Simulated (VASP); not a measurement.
Set up this calculation in VASP 6.6.1, as the native input.

* Task: relaxation of cell and atoms
* Functional: PBE
* Potentials or basis: VASP PAW PBE potentials, release 64 (Sr_sv, W_sv)
* Cutoff: 600 eV
* k mesh: 6 × 6 × 6
* Occupations: gaussian, width 0.1 eV
* Spin: no spin polarisation
* Dipole correction: no
* Further INCAR settings: ALGO = Normal; EDIFF = 1e-06; IBRION = 2; EDIFFG = -0.01; NSW = 100; ISIF = 3

The structure of Sr3W4 lies in POSCAR:

```
Sr3W4
1.0
    5.8604880521      0.0000000000      0.0000000000
    0.0000000000      5.8604880521      0.0000000000
    0.0000000000      0.0000000000      5.8604880521
Sr W
3 4
Direct
    0.5000000000      0.5000000000      0.0000000000
    0.0000000000      0.5000000000      0.5000000000
    0.5000000000      0.0000000000      0.5000000000
    0.5000000000      0.5000000000      0.5000000000
    0.5000000000      0.0000000000      0.0000000000
    0.0000000000      0.5000000000      0.0000000000
    0.0000000000      0.0000000000      0.5000000000
```

One way to write it, as run:

INCAR

```
PREC     = Accurate       # precision mode
ENCUT    = 600            # plane-wave cutoff, eV
EDIFF    = 1E-6           # SCF threshold, eV
ISMEAR   = 0              # smearing method
SIGMA    = 0.1            # smearing width, eV
LREAL    = False          # projectors in reciprocal space
LASPH    = True           # aspherical terms in the spheres
NELM     = 100            # most SCF steps
ALGO     = Normal         # electronic algorithm
ISIF     = 3              # what is computed and relaxed
LWAVE    = False          # write WAVECAR
LCHARG   = False          # write CHGCAR
GGA      = PE             # functional
IBRION   = 2              # ionic algorithm
NSW      = 100            # ionic steps
EDIFFG   = -0.01          # ionic threshold
```

KPOINTS

```
Automatic mesh
0
Gamma
  6 6 6
```

Potentials or basis: VASP PAW PBE potentials, release 64 (Sr_sv, W_sv).

Command:

```console
$ cat potpaw_PBE.64/Sr_sv/POTCAR potpaw_PBE.64/W_sv/POTCAR > POTCAR
$ mpirun -np 1 vasp_std > vasp.out
```

It gave:

```json
{
  "Relaxed volume": "28.80 Å³/atom",
  "Relaxed cell": "a = 5.864 Å, b = 5.864 Å, c = 5.864 Å, α = 90.00°, β = 90.00°, γ = 90.00°",
  "Space group after relaxing (to 0.05 Å)": "Pm-3m (No. 221)",
  "Energy gained by relaxing": "0.0 meV/atom",
  "Ionic steps": "2",
  "Pressure after relaxing": "0.0 GPa",
  "Band gap on the k mesh": "zero (band 43 reaches 3.83 eV, above the bottom of band 44 at 3.21 eV)"
}
```

Caveat: spin-orbit coupling is left out, which moves the levels of the heavy elements.

It took 6.7 min on 1 thread of Intel(R) Xeon(R) Platinum 8488C (Sapphire Rapids) (shared host), peak memory 0.45 GiB.
